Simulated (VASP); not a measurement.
# Cd (Fm-3m) in VASP: a series of runs, part 2 of 3

VASP 6.6.1.

## Step 3: Single point, PBEsol (9.01 Å³/atom)

Input file INCAR:

```
  PREC = Accurate
  ENCUT = 520
  EDIFF = 1E-6
  ISMEAR = -1
  SIGMA = 0.08
  LREAL = False
  LASPH = True
  NELM = 80
  ALGO = Normal
  ISIF = 2
  LWAVE = False
  LCHARG = True
  GGA = PS
  LELF = True
  LVHAR = True
  NBANDS = 12
```

Input file KPOINTS:

```
regular mesh
0
Gamma
  17 17 17
```

Input file POSCAR:

```
Cd
1.0
    0.0000000000      1.6515521524      1.6515521524
    1.6515521524      0.0000000000      1.6515521524
    1.6515521524      1.6515521524      0.0000000000
Cd
1
Direct
    0.0000000000      0.0000000000      0.0000000000
```

Potentials or basis: VASP PAW PBE potentials, release 64 (Cd).

The run is started by

```bash
$ cat potpaw_PBE.64/Cd/POTCAR > POTCAR
$ mpirun -np 1 vasp_std > vasp.out
```

OUTCAR:

```text
PREC = Accurate
   ENCUT = 520
   EDIFF = 1E-6
   ISMEAR = -1
   LREAL = False
   LASPH = True
   NELM = 80
   ISIF = 2
   GGA = PS

 ion  position               nearest neighbor table
   1  0.000  0.000  0.000-

  LATTYP: Found a face centered cubic cell.
 ALAT       =     3.3031043048

  Lattice vectors:

 A1 = (   0.0000000000,   1.6515521524,   1.6515521524)
 A2 = (   1.6515521524,   0.0000000000,   1.6515521524)
 A3 = (   1.6515521524,   1.6515521524,   0.0000000000)

Analysis of symmetry for initial positions (statically):
=====================================================================
 Subroutine PRICEL returns:
 Original cell was already a primitive cell.

 Routine SETGRP: Setting up the symmetry group for a
 face centered cubic supercell.

 Subroutine GETGRP returns: Found 48 space group operations
 (whereof 48 operations were pure point group operations)
 out of a pool of 48 trial point group operations.

The static configuration has the point symmetry O_h .

Analysis of symmetry for dynamics (positions and initial velocities):
=====================================================================
 Subroutine PRICEL returns:
 Original cell was already a primitive cell.

 Routine SETGRP: Setting up the symmetry group for a
 face centered cubic supercell.

 Subroutine GETGRP returns: Found 48 space group operations
 (whereof 48 operations were pure point group operations)
 out of a pool of 48 trial point group operations.

The dynamic configuration has the point symmetry O_h .

 Subroutine INISYM returns: Found 48 space group operations
 (whereof 48 operations are pure point group operations),
 and found     1 'primitive' translations

----------------------------------------------------------------------------------------

                                     Primitive cell

  volume of cell :       9.0096

  direct lattice vectors                    reciprocal lattice vectors
     0.000000000  1.651552152  1.651552152    -0.302745511  0.302745511  0.302745511
     1.651552152  0.000000000  1.651552152     0.302745511 -0.302745511  0.302745511
     1.651552152  1.651552152  0.000000000     0.302745511  0.302745511 -0.302745511

  length of vectors
     2.335647453  2.335647453  2.335647453     0.524370606  0.524370606  0.524370606

  position of ions in fractional coordinates (direct lattice)
     0.000000000  0.000000000  0.000000000

  ion indices of the primitive-cell ions
   primitive index   ion index
                 1           1

----------------------------------------------------------------------------------------

 KPOINTS: regular mesh

Automatic generation of k-mesh.
 Grid dimensions read from file:
 generate k-points for:   17   17   17

 Generating k-lattice:

  Cartesian coordinates                     Fractional coordinates (reciprocal lattice)
    -0.017808559  0.017808559  0.017808559     0.058823529  0.000000000  0.000000000
     0.017808559 -0.017808559  0.017808559     0.000000000  0.058823529  0.000000000
     0.017808559  0.017808559 -0.017808559     0.000000000  0.000000000  0.058823529

  Length of vectors
     0.030845330  0.030845330  0.030845330

  Shift w.r.t. Gamma in fractional coordinates (k-lattice)
     0.000000000  0.000000000  0.000000000

 Subroutine IBZKPT returns following result:
 ===========================================

 Found    165 irreducible k-points:

 Following reciprocal coordinates:
            Coordinates               Weight
  0.000000  0.000000  0.000000      1.000000
  0.058824  0.000000  0.000000      8.000000
  0.117647  0.000000  0.000000      8.000000
  0.176471  0.000000  0.000000      8.000000
  0.235294  0.000000  0.000000      8.000000
  0.294118  0.000000  0.000000      8.000000
[... 16 lines left out ...]
 -0.176471  0.058824  0.000000     24.000000
 -0.117647  0.058824  0.000000     24.000000
 [... further k-points ...]
   k-points           NKPTS =    165   k-points in BZ     NKDIM =    165   number of bands    NBANDS=     12
   number of dos      NEDOS =    301   number of ions     NIONS =      1
   total plane-waves  NPLWV =   5832
   dimension x,y,z NGX =    18 NGY =   18 NGZ =   18
   dimension x,y,z NGXF=    36 NGYF=   36 NGZF=   36
   ions per type =               1
   NGX,Y,Z   is equivalent  to a cutoff of  12.81, 12.81, 12.81 a.u.
   NGXF,Y,Z  is equivalent  to a cutoff of  25.62, 25.62, 25.62 a.u.
 SYSTEM =  unknown system
   PREC   = accura    normal or accurate (medium, high low for compatibility)
   ISTART =      0    job   : 0-new  1-cont  2-samecut
   ICHARG =      2    charge: 1-file 2-atom 10-const
   ISPIN  =      1    spin polarized calculation?
   LNONCOLLINEAR =      F non collinear calculations
   LSORBIT =      F    spin-orbit coupling
   LASPH  =      T    aspherical Exc in radial PAW
   ENCUT  =  520.0 eV  38.22 Ry    6.18 a.u.   4.34  4.34  4.34*2*pi/ulx,y,z
   NELM   =     80;   NELMIN=  2; NELMDL= -5     # of ELM steps
   EDIFF  = 0.1E-05   stopping-criterion for ELM
   LREAL  =      F    real-space projection
   EDIFFG = 0.1E-04   stopping-criterion for IOM
   NSW    =      0    number of steps for IOM
   IBRION =     -1    ionic relax: 0-MD 1-quasi-New 2-CG
   NFREE  =      0    steps in history (QN), initial steepest desc. (CG)
   ISIF   =      2    stress and relaxation
   ISYM   =      2    0-nonsym 1-usesym 2-fastsym
   POTIM  = 0.5000    time-step for ionic-motion
   TEBEG  =    0.0;   TEEND  =   0.0 temperature during run
   PSTRESS=    0.0 pullay stress
   NELECT =      12.0000    total number of electrons
   NUPDOWN=      -1.0000    fix difference up-down
   EMIN   =  10.00;   EMAX   =-10.00  energy-range for DOS
   EFERMI =   0.00;   METHOD = LEGACY
   ISMEAR =    -1;   SIGMA  =   0.08  broadening in eV -4-tet -1-fermi 0-gaus
   EFERMI_NEDOS =   21; number of points for ismear=-14 and -15
   IALGO  =     38    algorithm
   IMIX   =      4    mixing-type and parameters
     AMIX     =   0.40;   BMIX     =  1.00
     AMIX_MAG =   1.60;   BMIX_MAG =  1.00
  volume/ion in A,a.u.               =       9.01        60.80
  Fermi-wavevector in a.u.,A,eV,Ry     =   1.801218  3.403809 44.142557  3.244386
  Thomas-Fermi vector in A             =   2.861785
   LORBIT       =      0    0 simple, 1 ext, 2 COOP (PROOUT), +10 PAW based schemes
   GGA     = PS    functional components
   LHFCALC =     F    Hartree Fock is set to
   AEXX    =    0.0000 exact exchange contribution
   IVDW    =     0    specifies the selected vdW correction
   LEPSILON=     F    determine dielectric tensor
   LRPA    =     F    only Hartree local field effects (RPA)
 non-spin polarized calculation
  energy-cutoff  :      520.00
  volume of cell :        9.01
 maximum number of plane-waves:       259
 NGX is ok and might be reduce to    18
   NGX =  9   NGY =  9   NGZ =  9

 number of electron      12.0000006 magnetization

 Free energy of the ion-electron system (eV)
  ---------------------------------------------------
  ext. energy  EPLUGINS =         0.00000000
  ---------------------------------------------------
  free energy    TOTEN  =         7.01284840 eV

  energy without entropy =        7.01876937  energy(sigma->0) =        7.01580888

 E-fermi :  16.1080     XC(G=0): -16.7030

 val. band max:       16.0896672162   @ k =  -0.2941   0.4118   0.1765
 cond. band min:      16.1080940916   @ k =  -0.2941   0.4706   0.1765
 fundamental gap:      0.0184268754
 Fermi energy:        16.1080196373

 k-point     1 :       0.0000    0.0000    0.0000
  band No.  band energies     occupation
      1      -5.0915      2.00000
      2      -1.1278      2.00000
      3      -1.1278      2.00000
      4      -1.1278      2.00000
      5       1.4712      2.00000
      6       1.4712      2.00000
      7      28.8694      0.00000
      8      36.1405      0.00000
      9      36.1405      0.00000
     10      36.1405      0.00000
     11      41.1928      0.00000
     12      46.9494      0.00000
[... 331 lines left out ...]
 k-point    24 :      -0.1176    0.0588    0.0000
  band No.  band energies     occupation
      1      -4.0432      2.00000
      2      -1.4914      2.00000
      3      -0.7441      2.00000
      4      -0.6580      2.00000
      5       1.1050      2.00000
      6       1.6023      2.00000
      7      29.6385      0.00000
      8      31.2169      0.00000
      9      35.7986      0.00000
     10      37.9830      0.00000
     11      41.6634      0.00000
     12      45.9923      0.00000

 [... further k-points ...]

------------------------ aborting loop because EDIFF is reached ----------------------------------------

  FORCE on cell =-STRESS in cart. coord.  units (eV):
  Direction    XX          YY          ZZ          XY          YZ          ZX
  --------------------------------------------------------------------------------------
  -------------------------------------------------------------------------------------
  Total       30.0071465     30.0071465     30.0071465     -0.0000000      0.0000000      0.0000000
  in kB     5336.1546586   5336.1546586   5336.1546586     -0.0000000      0.0000000      0.0000000
  external PRESSURE =    5336.1546586 kB  Pullay stress =       0.0000000 kB

 VOLUME and BASIS-vectors are now :
 -----------------------------------------------------------------------------
  energy-cutoff  :      520.00
  volume of cell :        9.01
      direct lattice vectors                 reciprocal lattice vectors
     0.000000000  1.651552152  1.651552152    -0.302745511  0.302745511  0.302745511
     1.651552152  0.000000000  1.651552152     0.302745511 -0.302745511  0.302745511
     1.651552152  1.651552152  0.000000000     0.302745511  0.302745511 -0.302745511

 POSITION                                       TOTAL-FORCE (eV/Angst)
 -----------------------------------------------------------------------------------
      0.00000      0.00000      0.00000         0.000000      0.000000      0.000000
 -----------------------------------------------------------------------------------
    total drift:                                0.000000     -0.000000     -0.000000

  FREE ENERGIE OF THE ION-ELECTRON SYSTEM (eV)
  ---------------------------------------------------
  free  energy   TOTEN  =         7.0128483953 eV

  energy  without entropy=        7.0187693725  energy(sigma->0) =        7.01580888
```

stdout:

```text
POSCAR found type information on POSCAR Cd
 POSCAR found :  1 types and       1 ions
 scaLAPACK will be used
 -----------------------------------------------------------------------------
|                                                                             |
|                                                                             |
|     You enforced a specific xc type in the INCAR file but a different       |
|     I HOPE YOU KNOW WHAT YOU ARE DOING!                                     |
|                                                                             |
 -----------------------------------------------------------------------------

 LDA part: xc-table for (Slater+PW92), standard interpolation
 POSCAR, INCAR and KPOINTS ok, starting setup
 FFT: planning ... GRIDC
 FFT: planning ... GRID_SOFT
 FFT: planning ... GRID
 WAVECAR not read
 entering main loop
```

Run time: 9.7 s. Hardware: 1 thread of Intel Xeon Platinum 8488C (Sapphire Rapids), shared host; peak memory 0.13 GiB.

Results:

```yaml
Free_energy: 7.0128 eV
Pressure: 533.6 GPa
Band_gap_on_the_k_mesh: zero (bands 6 and 7 overlap by 0.38 eV)
```

Caveat: the cell stands under pressure; the PAW data sets were made with another functional, which shifts forces and pressure a little.

## Step 4: Single point, PBEsol (10.48 Å³/atom)

This run uses another cell than the first one, of 10.48 Å³/atom.

Input file INCAR:

```
PREC = Accurate
ENCUT = 520
EDIFF = 1E-6
ISMEAR = -1
SIGMA = 0.08
LREAL = F
LASPH = T
NELM = 60
ALGO = Normal
ISIF = 2
LWAVE = F
LCHARG = F
GGA = PS
NBANDS = 12
```

Input file KPOINTS:

```
Automatic mesh
0
Gamma
  17 17 17
```

Input file POSCAR:

```
Cd
1.0
    0.0000000000      1.7367053490      1.7367053490
    1.7367053490      0.0000000000      1.7367053490
    1.7367053490      1.7367053490      0.0000000000
Cd
1
Direct
    0.0000000000      0.0000000000      0.0000000000
```

Potentials or basis: VASP PAW PBE potentials, release 64 (Cd).

The run is started by

```bash
$ cat potpaw_PBE.64/Cd/POTCAR > POTCAR
$ mpirun -np 1 vasp_std > vasp.out
```

OUTCAR:

```text
PREC = Accurate
   ENCUT = 520
   EDIFF = 1E-6
   ISMEAR = -1
   LREAL = F
   LASPH = T
   NELM = 60
   ISIF = 2
   GGA = PS

 ion  position               nearest neighbor table
   1  0.000  0.000  0.000-

  LATTYP: Found a face centered cubic cell.
 ALAT       =     3.4734106980

  Lattice vectors:

 A1 = (   0.0000000000,   1.7367053490,   1.7367053490)
 A2 = (   1.7367053490,   0.0000000000,   1.7367053490)
 A3 = (   1.7367053490,   1.7367053490,   0.0000000000)

[... 536 lines left out ...]
     12      40.3458      0.00000

 [... further k-points ...]

------------------------ aborting loop because EDIFF is reached ----------------------------------------

  FORCE on cell =-STRESS in cart. coord.  units (eV):
  Direction    XX          YY          ZZ          XY          YZ          ZX
  --------------------------------------------------------------------------------------
  -------------------------------------------------------------------------------------
  Total       18.9864742     18.9864742     18.9864742     -0.0000000     -0.0000000      0.0000000
  in kB     2903.6648324   2903.6648324   2903.6648324     -0.0000000     -0.0000000      0.0000000
  external PRESSURE =    2903.6648324 kB  Pullay stress =       0.0000000 kB

 VOLUME and BASIS-vectors are now :
 -----------------------------------------------------------------------------
  energy-cutoff  :      520.00
  volume of cell :       10.48
      direct lattice vectors                 reciprocal lattice vectors
     0.000000000  1.736705349  1.736705349    -0.287901457  0.287901457  0.287901457
     1.736705349  0.000000000  1.736705349     0.287901457 -0.287901457  0.287901457
     1.736705349  1.736705349  0.000000000     0.287901457  0.287901457 -0.287901457

 POSITION                                       TOTAL-FORCE (eV/Angst)
 -----------------------------------------------------------------------------------
      0.00000      0.00000      0.00000         0.000000     -0.000000      0.000000
 -----------------------------------------------------------------------------------
    total drift:                                0.000000     -0.000000     -0.000000

  FREE ENERGIE OF THE ION-ELECTRON SYSTEM (eV)
  ---------------------------------------------------
  free  energy   TOTEN  =         3.3666673863 eV

  energy  without entropy=        3.3716386447  energy(sigma->0) =        3.36915302
```

Run time: 9.8 s. Hardware: 1 thread of Intel Xeon Platinum 8488C (Sapphire Rapids), shared host; peak memory 0.13 GiB.

Results:

- Free energy: 3.3667 eV
- Pressure: 290.4 GPa
- Band gap on the k mesh: zero (bands 6 and 7 overlap by 0.88 eV)

Caveat: the cell stands under pressure; the PAW data sets were made with another functional, which shifts forces and pressure a little.

[end of part 2 of 3]

The gap in the log of VASP goes by the Fermi energy; the results here count the filled bands.